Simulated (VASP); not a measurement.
Set up this calculation in VASP 6.6.1, as the native input.

| Property | Result |
| --- | --- |
| Task | single point |
| Functional | PBEsol |
| Potentials or basis | VASP PAW PBE potentials, release 64 (Te, Sn_d) |
| Cutoff | 520 eV |
| k mesh | 7 × 7 × 7 |
| Occupations | fermi-dirac, width 0.05 eV |
| Spin | no spin polarisation |
| Dipole correction | no |
| Further INCAR settings | ALGO = Normal; EDIFF = 1e-07; NBANDS = 17 |

The structure of SnTe lies in POSCAR:

```
SnTe
1.0
    0.0000000000      3.4667001600      3.6111460000
    3.4667001600      0.0000000000      3.6111460000
    3.4667001600      3.4667001600      0.0000000000
Te Sn
1 1
Direct
    0.2500000000      0.2500000000      0.2500000000
    0.0000000000      0.0000000000      0.0000000000
```

One way to write it, as run:

INCAR

```
SYSTEM = SnTe
PREC = Accurate
ENCUT = 520
EDIFF = 1E-7
ISMEAR = -1
SIGMA = 0.05
LREAL = .FALSE.
LASPH = .TRUE.
NELM = 80
ALGO = Normal
ISIF = 2
LWAVE = .FALSE.
LCHARG = .FALSE.
GGA = PS
NBANDS = 17
```

KPOINTS

```
regular mesh
0
G
  7 7 7
  0 0 0
```

Potentials or basis: VASP PAW PBE potentials, release 64 (Te, Sn_d).

Command:

```sh
$ cat potpaw_PBE.64/Te/POTCAR potpaw_PBE.64/Sn_d/POTCAR > POTCAR
$ mpirun -np 1 vasp_std > vasp.out
```

Results of the run:

The pressure is 0.6 GPa and the band gap on the k mesh is zero (band 10 reaches 3.71 eV, above the bottom of band 11 at 3.67 eV).

Caveat: the PAW data sets were made with another functional, which shifts forces and pressure a little; spin-orbit coupling is left out, which moves the levels of the heavy elements.

Wall time 64 s on 1 thread of Intel(R) Xeon(R) Platinum 8488C (Sapphire Rapids), on a shared host, peak memory 0.26 GiB.
